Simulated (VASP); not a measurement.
# Mg2BeSeO2 (Cmmm) in VASP: a series of runs, part 2 of 2

VASP 6.6.1. The steps go on from the part before.

## Step 4: Single point, PBE, collinear spin, ferromagnetic start

This run uses another cell than the first one, of 15.62 Å³/atom, 1.110 times its volume.

File INCAR:

```
SYSTEM = Mg2BeSeO2
PREC = Accurate
ENCUT = 520
EDIFF = 1E-7
ISMEAR = 0
SIGMA = 0.1
LREAL = .False.
LASPH = .True.
NELM = 150
ALGO = Normal
ISIF = 2
LWAVE = .False.
LCHARG = .False.
ISPIN = 2
MAGMOM = 0 0 0 0 -0.16 -0.16
LORBIT = 11
GGA = PE
NBANDS = 25
```

File KPOINTS:

```
Automatic mesh
0
Gamma
  4 4 6
  0 0 0
```

File POSCAR:

```
Mg2BeSeO2
1.0
    2.7535961158     -6.1623757955      0.0000000000
    2.7535961158      6.1623757955      0.0000000000
    0.0000000000      0.0000000000      2.7616139897
Mg Be Se O
2 1 1 2
Direct
    0.7668324679      0.2331675321      0.0000000000
    0.2331675321      0.7668324679      0.0000000000
    0.5000000000      0.5000000000      0.5000000000
    0.0000000000      0.0000000000      0.0000000000
    0.5000000000      0.0000000000      0.5000000000
    0.0000000000      0.5000000000      0.5000000000
```

On the command line:

```bash
cat potpaw_PBE.64/Mg/POTCAR potpaw_PBE.64/Be/POTCAR potpaw_PBE.64/Se/POTCAR potpaw_PBE.64/O/POTCAR > POTCAR
mpirun -np 1 vasp_std > vasp.out
```

Run time: 89 s. Hardware: 1 thread of Intel Xeon 6975P-C (Granite Rapids), shared host; peak memory 0.34 GiB.

It converged, with:

```
Free energy                                           : -27.3249 eV
Pressure                                              : -0.1 GPa
Largest force                                         : 0.006 eV/Å
Band gap on the k mesh                                : zero (filled and empty bands overlap)
Net moment                                            : 0.00 μB per cell
Valence electrons inside the program's atomic spheres : Mg 0.46; Be 0.58; Se 3.68; O 5.10
```

Forces on the atoms (eV/Å):
```
Mg   0.000  0.006  0.000
Mg   0.000 -0.006  0.000
Be   0.000  0.000  0.000
Se   0.000  0.000  0.000
O    0.000  0.000  0.000
O    0.000  0.000  0.000
```

Stress tensor (GPa, compression positive):
```
 0.15  0.00  0.00
 0.00 -0.18  0.00
 0.00  0.00 -0.16
```

Levels at points of the mesh, in eV from the Fermi level:
Spin up:
```csv
k point,band 10,band 11,band 12,band 13,band 14,band 15
"(0.00, 0.00, 0.00)",-0.64,-0.63,-0.60,2.44,3.25,3.94
"(0.50, 0.00, 0.00)",-0.63,-0.63,0.50,1.38,2.15,3.29
"(0.50, 0.50, 0.00)",-0.64,-0.63,-0.60,1.32,3.24,5.60
"(0.00, 0.00, 0.50)",-1.24,-0.91,-0.45,-0.06,1.81,2.83
"(0.50, 0.00, 0.50)",-1.33,-1.12,-1.11,0.97,2.20,4.43
"(0.50, 0.50, 0.50)",-1.01,-0.87,-0.41,-0.15,2.18,2.61
```
Spin down:
| k point | band 8 | band 9 | band 10 | band 11 | band 12 | band 13 | band 14 | band 15 | band 16 | band 17 |
| --- | --- | --- | --- | --- | --- | --- | --- | --- | --- | --- |
| (0.00, 0.00, 0.00) | -1.22 | -1.22 | -0.64 | -0.63 | -0.60 | 2.44 | 3.25 | 3.94 | 5.67 | 5.70 |
| (0.50, 0.00, 0.00) | -2.40 | -1.23 | -0.63 | -0.63 | 0.50 | 1.38 | 2.15 | 3.29 | 5.52 | 7.07 |
| (0.50, 0.50, 0.00) | -1.63 | -1.60 | -0.64 | -0.63 | -0.60 | 1.32 | 3.24 | 5.60 | 6.64 | 7.05 |
| (0.00, 0.00, 0.50) | -1.71 | -1.35 | -1.24 | -0.91 | -0.45 | -0.06 | 1.81 | 2.83 | 4.55 | 6.38 |
| (0.50, 0.00, 0.50) | -2.17 | -2.13 | -1.33 | -1.12 | -1.11 | 0.97 | 2.20 | 4.43 | 5.05 | 6.05 |
| (0.50, 0.50, 0.50) | -1.49 | -1.15 | -1.01 | -0.87 | -0.41 | -0.15 | 2.19 | 2.61 | 3.64 | 6.33 |

Caveat: the k points lie up to 0.38 Å⁻¹ apart.

## Step 5: Single point, PBE

This run uses another cell than the first one, of 15.64 Å³/atom, 1.112 times its volume.

File INCAR:

```
SYSTEM = Mg2BeSeO2
  ALGO = Normal
  EDIFF = 1E-6
  ENCUT = 520
  GGA = PE
  ISIF = 2
  ISMEAR = 0
  LASPH = .TRUE.
  LCHARG = .FALSE.
  LREAL = .FALSE.
  LWAVE = .FALSE.
  NBANDS = 21
  NELM = 60
  PREC = Accurate
  SIGMA = 0.1
```

File KPOINTS:

```
k-points
0
G
  8 8 14
  0 0 0
```

File POSCAR:

```
Mg2BeSeO2
1.0
    2.6947030782     -6.1881768021      0.0000000000
    2.6947030782      6.1881768021      0.0000000000
    0.0000000000      0.0000000000      2.8139419164
Mg Be Se O
2 1 1 2
Direct
    0.7732576964      0.2267423036      0.0000000000
    0.2267423036      0.7732576964      0.0000000000
    0.5000000000      0.5000000000      0.5000000000
    0.0000000000      0.0000000000      0.0000000000
    0.5000000000      0.0000000000      0.5000000000
    0.0000000000      0.5000000000      0.5000000000
```

On the command line:

```bash
cat potpaw_PBE.64/Mg/POTCAR potpaw_PBE.64/Be/POTCAR potpaw_PBE.64/Se/POTCAR potpaw_PBE.64/O/POTCAR > POTCAR
mpirun -np 1 vasp_std > vasp.out
```

Run time: 3.3 min. Hardware: 1 thread of Intel Xeon 6975P-C (Granite Rapids), shared host; peak memory 0.5 GiB.

Results (log left out):

* Free energy: -27.3722 eV
* Pressure: -0.2 GPa
* Largest force: 0.006 eV/Å
* Band gap on the k mesh: zero (band 12 reaches 3.12 eV, above the bottom of band 13 at 1.56 eV)

Forces in eV/Å, atoms in the order of the input:
```
Mg   0.000  0.006  0.000
Mg   0.000 -0.006  0.000
Be   0.000  0.000  0.000
Se   0.000  0.000  0.000
O    0.000  0.000  0.000
O    0.000  0.000  0.000
```

Levels at points of the mesh, in eV from the Fermi level:
```tsv
k point	band 8	band 9	band 10	band 11	band 12	band 13	band 14	band 15	band 16	band 17
(0.00, 0.00, 0.00)	-0.92	-0.87	-0.64	-0.56	-0.11	2.82	3.54	4.22	6.01	6.36
(0.50, 0.00, 0.00)	-2.10	-0.92	-0.60	-0.60	1.24	1.74	2.61	3.60	5.83	7.32
(0.50, 0.50, 0.00)	-1.34	-1.32	-0.64	-0.56	-0.12	1.81	3.53	6.30	6.92	7.34
(0.00, 0.00, 0.50)	-1.55	-1.04	-0.87	-0.68	0.01	0.23	2.06	3.03	4.69	6.66
(0.50, 0.00, 0.50)	-1.88	-1.82	-1.12	-0.89	-0.80	1.06	2.81	4.60	5.40	6.24
(0.50, 0.50, 0.50)	-1.27	-0.79	-0.69	-0.63	0.04	0.14	2.39	2.82	3.80	6.74
```

## Step 6: Relaxation of cell and atoms, PBE, collinear spin, ferromagnetic start

File INCAR:

```
SYSTEM = Mg2BeSeO2
PREC     = Accurate       ! precision mode
ENCUT    = 600            ! plane-wave cutoff, eV
EDIFF    = 1E-7           ! SCF threshold, eV
ISMEAR   = 0              ! smearing method
SIGMA    = 0.1            ! smearing width, eV
LREAL    = .False.        ! projectors in reciprocal space
LASPH    = .True.         ! aspherical terms in the spheres
NELM     = 150            ! most SCF steps
ALGO     = Normal         ! electronic algorithm
ISIF     = 3              ! what is computed and relaxed
LWAVE    = .False.        ! write WAVECAR
LCHARG   = .False.        ! write CHGCAR
ISPIN    = 2              ! spin polarisation
MAGMOM   = 0 0 0 0 1 1    ! initial moments
LORBIT   = 11             ! projections on sites
GGA      = PE             ! functional
IBRION   = 2              ! ionic algorithm
NSW      = 90             ! ionic steps
EDIFFG   = -0.04          ! ionic threshold
```

File KPOINTS:

```
regular mesh
0
Gamma
  4 4 4
  0 0 0
```

File POSCAR:

```
Mg2BeSeO2
1.0
    2.5060496400     -4.1720910000      0.0000000000
    2.5060496400      4.1720910000      0.0000000000
    0.0000000000      0.0000000000      4.0370723900
Mg Be Se O
2 1 1 2
Direct
    0.6641809900      0.3358190100      0.0000000000
    0.3358190100      0.6641809900      0.0000000000
    0.5000000000      0.5000000000      0.5000000000
    0.0000000000      0.0000000000      0.0000000000
    0.5000000000      0.0000000000      0.5000000000
    0.0000000000      0.5000000000      0.5000000000
```

Potentials or basis: VASP PAW PBE potentials, release 64 (Mg, Be, Se, O).

On the command line:

```bash
cat potpaw_PBE.64/Mg/POTCAR potpaw_PBE.64/Be/POTCAR potpaw_PBE.64/Se/POTCAR potpaw_PBE.64/O/POTCAR > POTCAR
mpirun -np 1 vasp_std > vasp.out
```

Run time: 15 min. Hardware: 1 thread of Intel Xeon 6975P-C (Granite Rapids), shared host; peak memory 0.31 GiB.

It converged, with:

```yaml
Free_energy: -27.0885 eV
Relaxed_volume: 14.74 Å³/atom
Relaxed_cell: a = 6.383 Å, b = 6.383 Å, c = 2.873 Å, α = 90.00°, β = 90.00°, γ = 130.93°
Space_group_after_relaxing_to_0.05_Å: Cmmm (No. 65)
Energy_gained_by_relaxing: 956.4 meV/atom
Ionic_steps: 28
Pressure_after_relaxing: -0.1 GPa
Largest_force_after_relaxing: 0.008 eV/Å
Band_gap_on_the_k_mesh: zero (filled and empty bands overlap)
Net_moment: 0.00 μB per cell
Valence_electrons_inside_the_program's_atomic_spheres: Mg 0.46; Be 0.55; Se 3.77; O 5.10
```

Forces on the atoms (eV/Å):
```
Mg   0.000  0.008  0.000
Mg   0.000 -0.008  0.000
Be   0.000  0.000  0.000
Se   0.000  0.000  0.000
O    0.000  0.000  0.000
O    0.000  0.000  0.000
```

Stress tensor (GPa, compression positive):
```
-0.22  0.00  0.00
 0.00  0.07  0.00
 0.00  0.00 -0.13
```

Step by step:
```csv
step,energy change (eV),largest force (eV/Å),pressure (GPa),volume (Å³)
1,0.0000,2.6383,-5.18,84.42
2,-0.7861,1.4528,-2.25,78.94
3,-1.0618,0.2833,3.00,74.23
4,-1.8147,0.2004,4.30,73.55
5,-3.7866,0.3276,31.25,68.12
6,-3.8559,0.2807,21.25,69.64
7,-3.8681,0.3068,27.82,68.61
8,-4.0569,0.3965,27.36,69.56
9,-4.3647,0.5822,27.15,72.24
10,-3.6440,0.6103,28.48,76.86
11,-4.3890,0.6202,27.36,73.33
12,-4.8091,0.6234,20.69,76.00
13,-5.4942,0.5436,5.37,84.39
14,-5.5624,0.4848,0.87,87.86
15,-5.5641,0.4742,0.19,88.44
16,-5.5929,0.4647,0.08,88.39
17,-5.6473,0.4405,-0.23,88.20
18,-5.6362,0.4326,-0.66,87.71
19,-5.6610,0.4585,-0.45,88.02
20,-5.6612,0.4606,-0.48,88.00
21,-5.6707,0.4375,-0.19,87.76
22,-5.6935,0.3542,0.70,87.06
23,-5.7085,0.1146,2.58,85.66
24,-5.7163,0.0616,2.19,86.01
25,-5.7280,0.1146,1.03,87.07
26,-5.7282,0.1431,0.85,87.22
27,-5.7332,0.1020,0.58,87.56
28,-5.7386,0.0078,-0.09,88.43
```

Final structure:
```cif
data_structure
_symmetry_space_group_name_H-M 'P 1'
_symmetry_Int_Tables_number 1
_cell_length_a 6.3832
_cell_length_b 6.3832
_cell_length_c 2.8726
_cell_angle_alpha 90.000
_cell_angle_beta 90.000
_cell_angle_gamma 130.929
_cell_volume 88.43
loop_
_atom_site_label
_atom_site_type_symbol
_atom_site_fract_x
_atom_site_fract_y
_atom_site_fract_z
_atom_site_occupancy
Mg1 Mg 0.77492 0.22508 0.00000 1
Mg2 Mg 0.22508 0.77492 0.00000 1
Be1 Be 0.50000 0.50000 0.50000 1
Se1 Se 0.00000 0.00000 0.00000 1
O1 O 0.50000 0.00000 0.50000 1
O2 O 0.00000 0.50000 0.50000 1
```

Levels at points of the mesh, in eV from the Fermi level:
Spin up:
```tsv
k point	band 10	band 11	band 12	band 13	band 14	band 15
(0.00, 0.00, 0.00)	-0.71	-0.50	-0.08	3.21	3.53	4.88
(0.50, 0.00, 0.00)	-0.96	-0.61	1.73	2.02	3.01	3.61
(0.50, 0.50, 0.00)	-0.98	-0.90	-0.08	1.92	3.50	6.73
(0.00, 0.00, 0.50)	-0.77	-0.73	-0.03	0.34	2.11	3.26
(0.50, 0.00, 0.50)	-1.39	-1.01	-0.76	1.16	3.15	4.70
(0.50, 0.50, 0.50)	-0.60	-0.57	0.00	0.19	2.58	2.92
```
Spin down:
| k point | band 9 | band 10 | band 11 | band 12 | band 13 | band 14 | band 15 | band 16 |
| --- | --- | --- | --- | --- | --- | --- | --- | --- |
| (0.00, 0.00, 0.00) | -0.90 | -0.71 | -0.50 | -0.08 | 3.21 | 3.53 | 4.88 | 6.26 |
| (0.50, 0.00, 0.00) | -0.97 | -0.96 | -0.61 | 1.73 | 2.02 | 3.01 | 3.61 | 6.64 |
| (0.50, 0.50, 0.00) | -1.03 | -0.98 | -0.90 | -0.08 | 1.92 | 3.50 | 6.73 | 7.90 |
| (0.00, 0.00, 0.50) | -1.12 | -0.77 | -0.73 | -0.03 | 0.34 | 2.11 | 3.26 | 4.98 |
| (0.50, 0.00, 0.50) | -1.87 | -1.39 | -1.01 | -0.76 | 1.16 | 3.15 | 4.70 | 5.67 |
| (0.50, 0.50, 0.50) | -0.68 | -0.60 | -0.57 | 0.00 | 0.19 | 2.58 | 2.92 | 3.84 |

Caveat: the k points lie up to 0.55 Å⁻¹ apart in the final cell.

## Step 7: Summary

| task | spin | cell | k mesh | cutoff (eV) | gap on the mesh (eV) | pressure (GPa) | moment (μB) | largest force (eV/Å) |
| --- | --- | --- | --- | --- | --- | --- | --- | --- |
| single point | collinear, ferromagnetic start | a = 4.867, b = 4.867, c = 4.037 Å, angles 90.0, 90.0, 118.0°, 6 atoms | 4 × 4 × 4 | 520 | none | -5.1 | 0.00 | 2.64 |
| single point | collinear, ferromagnetic start | a = 6.737, b = 6.737, c = 2.864 Å, angles 90.0, 90.0, 134.0°, 6 atoms | 4 × 4 × 4 | 520 | none | -0.2 | 0.14 | 0.02 |
| single point | collinear, ferromagnetic start | a = 6.750, b = 6.750, c = 2.762 Å, angles 90.0, 90.0, 131.8°, 6 atoms | 4 × 4 × 6 | 520 | none | -0.1 | 0.00 | 0.01 |
| single point | off | a = 6.749, b = 6.749, c = 2.814 Å, angles 90.0, 90.0, 132.9°, 6 atoms | 8 × 8 × 14 | 520 | none | -0.2 | - | 0.01 |
| relaxation of cell and atoms | collinear, ferromagnetic start | relaxed from a = 4.867, b = 4.867, c = 4.037 Å, angles 90.0, 90.0, 118.0°, 6 atoms | 4 × 4 × 4 | 600 | none | -0.1 | 0.00 | 0.01 |

Alike in all rows: level PBE; potentials or basis VASP PAW PBE potentials, release 64 (Mg, Be, Se, O); smearing gaussian 0.1 eV.

Caveats: some runs use coarse meshes; forces of over 1 eV/Å act on the atoms, so gaps and moduli don't describe the material at rest (some runs).

Total energies depend on the potentials used, so only differences within one code and one set of settings carry meaning.
